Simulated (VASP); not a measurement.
# Hg (Fm-3m) in VASP: relaxation of cell and atoms with r2SCAN

Aim: the relaxation of cell and atoms of Hg with r2SCAN.

Everything below comes from runs of VASP 6.6.1. Logs are shortened: lines on timing, memory, paths and dates and some standing lists are left out, and cuts for length are marked.

### 1 The cell of the first run

Symmetry: Fm-3m, No. 225, cubic system. Conventional cell: a = 5.109 Å, b = 5.109 Å, c = 5.109 Å, α = 90.00°, β = 90.00°, γ = 90.00°. Hg (site symmetry m-3m) has 12 Hg at 3.61 Å within 4.7 Å.

### 2 Relaxation of cell and atoms, r2SCAN

The input, POSCAR:

```
Hg
1.0
    0.0000000000      2.5545041317      2.5545041317
    2.5545041317      0.0000000000      2.5545041317
    2.5545041317      2.5545041317      0.0000000000
Hg
1
Direct
    0.0000000000      0.0000000000      0.0000000000
```

The input, INCAR.step1:

```
ALGO = Normal
EDIFF = 1E-5
EDIFFG = -0.005
ENCUT = 600
GGA = PE
GGA_COMPAT = F
IBRION = 2
ISIF = 3
ISMEAR = 0
LASPH = T
LCHARG = F
LREAL = F
LWAVE = T
NELM = 120
NELMIN = 4
NSW = 100
PREC = Accurate
SIGMA = 0.02
```

The input, INCAR.step2:

```
ALGO = Normal
EDIFF = 1E-7
EDIFFG = -0.01
ENCUT = 600
GGA_COMPAT = F
IBRION = 2
ISIF = 3
ISMEAR = 0
ISTART = 1
LASPH = T
LCHARG = F
LMIXTAU = T
LREAL = F
LWAVE = F
METAGGA = R2SCAN
NELM = 120
NELMIN = 4
NSW = 100
PREC = Accurate
SIGMA = 0.02
```

The input, KPOINTS:

```
k-points
0
Gamma
  10 10 10
```

Potentials or basis: VASP PAW PBE potentials, release 64 (Hg_sv_GW).

The run is started by

```bash
> cat potpaw_PBE.64/Hg_sv_GW/POTCAR > POTCAR
> cp INCAR.step1 INCAR
> mpirun -np 1 vasp_std > vasp.out
> cp INCAR.step2 INCAR
> mpirun -np 1 vasp_std > vasp.out
```

OUTCAR:

```text
EDIFF = 1E-7
   EDIFFG = -0.01
   ENCUT = 600
   IBRION = 2
   ISIF = 3
   ISMEAR = 0
   ISTART = 1
   LASPH = T
   LREAL = F
   METAGGA = R2SCAN
   NELM = 120
   NELMIN = 4
   NSW = 100
   PREC = Accurate

 ion  position               nearest neighbor table
   1  0.000  0.000  0.000-

  LATTYP: Found a face centered cubic cell.
 ALAT       =     5.1090082634

  Lattice vectors:

 A1 = (   0.0000000000,   2.5545041317,   2.5545041317)
 A2 = (   2.5545041317,   0.0000000000,   2.5545041317)
 A3 = (   2.5545041317,   2.5545041317,   0.0000000000)

Analysis of symmetry for initial positions (statically):
=====================================================================
 Subroutine PRICEL returns:
 Original cell was already a primitive cell.

 Routine SETGRP: Setting up the symmetry group for a
 face centered cubic supercell.

 Subroutine GETGRP returns: Found 48 space group operations
 (whereof 48 operations were pure point group operations)
 out of a pool of 48 trial point group operations.

The static configuration has the point symmetry O_h .

Analysis of symmetry for dynamics (positions and initial velocities):
=====================================================================
 Subroutine PRICEL returns:
 Original cell was already a primitive cell.

 Routine SETGRP: Setting up the symmetry group for a
 face centered cubic supercell.

 Subroutine GETGRP returns: Found 48 space group operations
 (whereof 48 operations were pure point group operations)
 out of a pool of 48 trial point group operations.

The dynamic configuration has the point symmetry O_h .

 Subroutine INISYM returns: Found 48 space group operations
 (whereof 48 operations are pure point group operations),
 and found     1 'primitive' translations

----------------------------------------------------------------------------------------

                                     Primitive cell

  volume of cell :      33.3388

  direct lattice vectors                    reciprocal lattice vectors
     0.000000000  2.554504132  2.554504132    -0.195732704  0.195732704  0.195732704
     2.554504132  0.000000000  2.554504132     0.195732704 -0.195732704  0.195732704
     2.554504132  2.554504132  0.000000000     0.195732704  0.195732704 -0.195732704

  length of vectors
     3.612614388  3.612614388  3.612614388     0.339018987  0.339018987  0.339018987

  position of ions in fractional coordinates (direct lattice)
     0.000000000  0.000000000  0.000000000

  ion indices of the primitive-cell ions
   primitive index   ion index
                 1           1

----------------------------------------------------------------------------------------

 KPOINTS: k-points

Automatic generation of k-mesh.
 Grid dimensions read from file:
 generate k-points for:   10   10   10

 Generating k-lattice:

  Cartesian coordinates                     Fractional coordinates (reciprocal lattice)
    -0.019573270  0.019573270  0.019573270     0.100000000  0.000000000  0.000000000
     0.019573270 -0.019573270  0.019573270     0.000000000  0.100000000  0.000000000
     0.019573270  0.019573270 -0.019573270     0.000000000  0.000000000  0.100000000

  Length of vectors
     0.033901899  0.033901899  0.033901899

  Shift w.r.t. Gamma in fractional coordinates (k-lattice)
     0.000000000  0.000000000  0.000000000

 Subroutine IBZKPT returns following result:
 ===========================================

 Found     47 irreducible k-points:

 Following reciprocal coordinates:
            Coordinates               Weight
  0.000000  0.000000  0.000000      1.000000
  0.100000  0.000000  0.000000      8.000000
  0.200000  0.000000  0.000000      8.000000
  0.300000  0.000000  0.000000      8.000000
  0.400000  0.000000  0.000000      8.000000
  0.500000  0.000000  0.000000      4.000000
[... 16 lines left out ...]
  0.300000  0.300000  0.000000      6.000000
  0.400000  0.300000  0.000000     24.000000
 [... further k-points ...]
   k-points           NKPTS =     47   k-points in BZ     NKDIM =     47   number of bands    NBANDS=     14
   number of dos      NEDOS =    301   number of ions     NIONS =      1
   total plane-waves  NPLWV =  27000
   dimension x,y,z NGX =    30 NGY =   30 NGZ =   30
   dimension x,y,z NGXF=    60 NGYF=   60 NGZF=   60
   ions per type =               1
   NGX,Y,Z   is equivalent  to a cutoff of  13.81, 13.81, 13.81 a.u.
   NGXF,Y,Z  is equivalent  to a cutoff of  27.61, 27.61, 27.61 a.u.
 SYSTEM =  unknown system
   PREC   = accura    normal or accurate (medium, high low for compatibility)
   ISTART =      1    job   : 0-new  1-cont  2-samecut
   ICHARG =      0    charge: 1-file 2-atom 10-const
   ISPIN  =      1    spin polarized calculation?
   LNONCOLLINEAR =      F non collinear calculations
   LSORBIT =      F    spin-orbit coupling
   LASPH  =      T    aspherical Exc in radial PAW
   ENCUT  =  600.0 eV  44.10 Ry    6.64 a.u.   7.22  7.22  7.22*2*pi/ulx,y,z
   NELM   =    120;   NELMIN=  4; NELMDL=  0     # of ELM steps
   EDIFF  = 0.1E-06   stopping-criterion for ELM
   LREAL  =      F    real-space projection
   EDIFFG = -.1E-01   stopping-criterion for IOM
   NSW    =    100    number of steps for IOM
   IBRION =      2    ionic relax: 0-MD 1-quasi-New 2-CG
   NFREE  =      1    steps in history (QN), initial steepest desc. (CG)
   ISIF   =      3    stress and relaxation
   ISYM   =      2    0-nonsym 1-usesym 2-fastsym
   POTIM  = 0.5000    time-step for ionic-motion
   TEBEG  =    0.0;   TEEND  =   0.0 temperature during run
   PSTRESS=    0.0 pullay stress
   NELECT =      20.0000    total number of electrons
   NUPDOWN=      -1.0000    fix difference up-down
   EMIN   =  10.00;   EMAX   =-10.00  energy-range for DOS
   EFERMI =   0.00;   METHOD = LEGACY
   ISMEAR =     0;   SIGMA  =   0.02  broadening in eV -4-tet -1-fermi 0-gaus
   EFERMI_NEDOS =   21; number of points for ismear=-14 and -15
   IALGO  =     38    algorithm
   IMIX   =      4    mixing-type and parameters
     AMIX     =   0.40;   BMIX     =  1.00
     AMIX_MAG =   1.60;   BMIX_MAG =  1.00
  volume/ion in A,a.u.               =      33.34       224.98
  Fermi-wavevector in a.u.,A,eV,Ry     =   1.380707  2.609158 25.937495  1.906352
  Thomas-Fermi vector in A             =   2.505559
   LORBIT       =      0    0 simple, 1 ext, 2 COOP (PROOUT), +10 PAW based schemes
   METAGGA = R2SCAN    functional components
   LHFCALC =     F    Hartree Fock is set to
   AEXX    =    0.0000 exact exchange contribution
   IVDW    =     0    specifies the selected vdW correction
   LEPSILON=     F    determine dielectric tensor
   LRPA    =     F    only Hartree local field effects (RPA)
 conjugate gradient relaxation of ions
 non-spin polarized calculation
 Gauss-broadening in eV      SIGMA  =   0.02
  energy-cutoff  :      600.00
  volume of cell :       33.34
 maximum number of plane-waves:      1139
 NGX is ok and might be reduce to    30
   NGX = 15   NGY = 15   NGZ = 15

--------------------------------------- Ionic step        1  -------------------------------------------

 number of electron      20.0000002 magnetization

 Free energy of the ion-electron system (eV)
  ---------------------------------------------------
  ext. energy  EPLUGINS =         0.00000000
  ---------------------------------------------------
  free energy    TOTEN  =       -49.23712602 eV

  energy without entropy =      -49.23712602  energy(sigma->0) =      -49.23712602

 E-fermi :   2.2633     XC(G=0):  -9.8745

 val. band max:        1.8767108095   @ k =   0.5000   0.5000   0.0000
 cond. band min:       2.5104286207   @ k =   0.5000   0.0000   0.0000
 fundamental gap:      0.6337178112
 Fermi energy:         2.2633129641

 k-point     1 :       0.0000    0.0000    0.0000
  band No.  band energies     occupation
      1    -113.9605      2.00000
      2     -61.6953      2.00000
      3     -61.6953      2.00000
      4     -61.6953      2.00000
      5      -4.1336      2.00000
      6      -3.8354      2.00000
      7      -3.8354      2.00000
      8      -3.8354      2.00000
      9      -3.5331      2.00000
     10      -3.5331      2.00000
     11      14.6616      0.00000
     12      14.6616      0.00000
     13      14.6616      0.00000
     14      15.6579      0.00000
[... 375 lines left out ...]
 k-point    24 :       0.4000    0.3000    0.0000
  band No.  band energies     occupation
      1    -113.9603      2.00000
      2     -61.7007      2.00000
      3     -61.6978      2.00000
      4     -61.6976      2.00000
      5      -4.1329      2.00000
      6      -4.0262      2.00000
      7      -3.4288      2.00000
      8      -3.4005      2.00000
      9      -3.2786      2.00000
     10      -0.6159      2.00000
     11       6.7604      0.00000
     12       9.1372      0.00000
     13       9.9203      0.00000
     14      13.2407      0.00000

 [... further k-points ...]

------------------------ aborting loop because EDIFF is reached ----------------------------------------

  FORCE on cell =-STRESS in cart. coord.  units (eV):
  Direction    XX          YY          ZZ          XY          YZ          ZX
  --------------------------------------------------------------------------------------
  -------------------------------------------------------------------------------------
  Total       -0.2986179     -0.2986179     -0.2986179     -0.0000000     -0.0000000     -0.0000000
  in kB      -14.3508149    -14.3508149    -14.3508149     -0.0000000     -0.0000000     -0.0000000
  external PRESSURE =     -14.3508149 kB  Pullay stress =       0.0000000 kB
[... 160 lines left out ...]
  energy  without entropy=      -49.2647443326  energy(sigma->0) =      -49.26479872

--------------------------------------- Ionic step        6  -------------------------------------------

 number of electron      19.9999998 magnetization

 Free energy of the ion-electron system (eV)
  ---------------------------------------------------
  ext. energy  EPLUGINS =         0.00000000
  ---------------------------------------------------
  free energy    TOTEN  =       -49.26495011 eV

  energy without entropy =      -49.26483775  energy(sigma->0) =      -49.26489393

 E-fermi :   3.8187     XC(G=0): -10.8554

 val. band max:        3.8046336998   @ k =  -0.4000   0.5000   0.1000
 cond. band min:       3.8259397297   @ k =   0.5000   0.5000   0.0000
 fundamental gap:      0.0213060300
 Fermi energy:         3.8187307205

 k-point     1 :       0.0000    0.0000    0.0000
  band No.  band energies     occupation
      1    -112.8099      2.00000
      2     -60.5388      2.00000
      3     -60.5388      2.00000
      4     -60.5388      2.00000
      5      -3.7853      2.00000
      6      -2.7738      2.00000
      7      -2.7738      2.00000
      8      -2.7738      2.00000
      9      -2.3323      2.00000
     10      -2.3323      2.00000
     11      17.4490      0.00000
     12      17.5383      0.00000
     13      17.5383      0.00000
     14      17.5383      0.00000
[... 375 lines left out ...]
 k-point    24 :       0.4000    0.3000    0.0000
  band No.  band energies     occupation
      1    -112.8093      2.00000
      2     -60.5515      2.00000
      3     -60.5445      2.00000
      4     -60.5440      2.00000
      5      -3.2215      2.00000
      6      -3.1019      2.00000
      7      -2.1908      2.00000
      8      -2.1709      2.00000
      9      -1.9695      2.00000
     10       0.4613      2.00000
     11       8.7850      0.00000
     12      11.1359      0.00000
     13      11.9786      0.00000
     14      15.6393      0.00000

 [... further k-points ...]

------------------------ aborting loop because EDIFF is reached ----------------------------------------

  FORCE on cell =-STRESS in cart. coord.  units (eV):
  Direction    XX          YY          ZZ          XY          YZ          ZX
  --------------------------------------------------------------------------------------
  -------------------------------------------------------------------------------------
  Total       -0.0018629     -0.0018629     -0.0018629     -0.0000000      0.0000000     -0.0000000
  in kB       -0.1058947     -0.1058947     -0.1058947     -0.0000000      0.0000000     -0.0000000
  external PRESSURE =      -0.1058947 kB  Pullay stress =       0.0000000 kB
[... 16 lines left out ...]
  FREE ENERGIE OF THE ION-ELECTRON SYSTEM (eV)
  ---------------------------------------------------
  free  energy   TOTEN  =       -49.2649501052 eV

  energy  without entropy=      -49.2648377520  energy(sigma->0) =      -49.26489393

 reached required accuracy - stopping structural energy minimisation
```

It took 10 min on 1 thread of Intel Xeon Platinum 8559C (Emerald Rapids), shared host; peak memory 0.21 GiB.

What came out:

```
Free energy                           : -49.2650 eV
Relaxed volume                        : 28.19 Å³/atom
Relaxed cell                          : a = 3.416 Å, b = 3.416 Å, c = 3.416 Å, α = 60.00°, β = 60.00°, γ = 60.00°
Space group after relaxing (to 0.1 Å) : Fm-3m (No. 225)
Energy gained by relaxing             : 27.8 meV/atom
Ionic steps                           : 6
Pressure after relaxing               : 0.0 GPa
Band gap on the k mesh                : zero (bands 10 and 11 overlap by 0.47 eV)
```

Step by step:
| step | energy change (eV) | largest force (eV/Å) | pressure (GPa) | volume (Å³) |
| --- | --- | --- | --- | --- |
| 1 | 0.0000 | 0.0000 | -1.44 | 33.34 |
| 2 | -0.0115 | 0.0000 | -1.15 | 31.92 |
| 3 | -0.0262 | 0.0000 | -0.51 | 29.13 |
| 4 | -0.0144 | 0.0000 | 2.17 | 24.04 |
| 5 | -0.0277 | 0.0000 | 0.14 | 27.95 |
| 6 | -0.0278 | 0.0000 | -0.01 | 28.19 |

Final structure:
```
CELL_PARAMETERS angstrom
0.00000 2.41546 2.41546
2.41546 0.00000 2.41546
2.41546 2.41546 0.00000
ATOMIC_POSITIONS crystal
Hg 0.00000 0.00000 0.00000
```

Caveat: the volume moved by over 15 % at a fixed basis, so the end points are rough; the PAW data sets were made with another functional, which shifts forces and pressure a little; spin-orbit coupling is left out, which moves the levels of the heavy elements.

The gap in the log of VASP goes by the Fermi energy; the results here count the filled bands.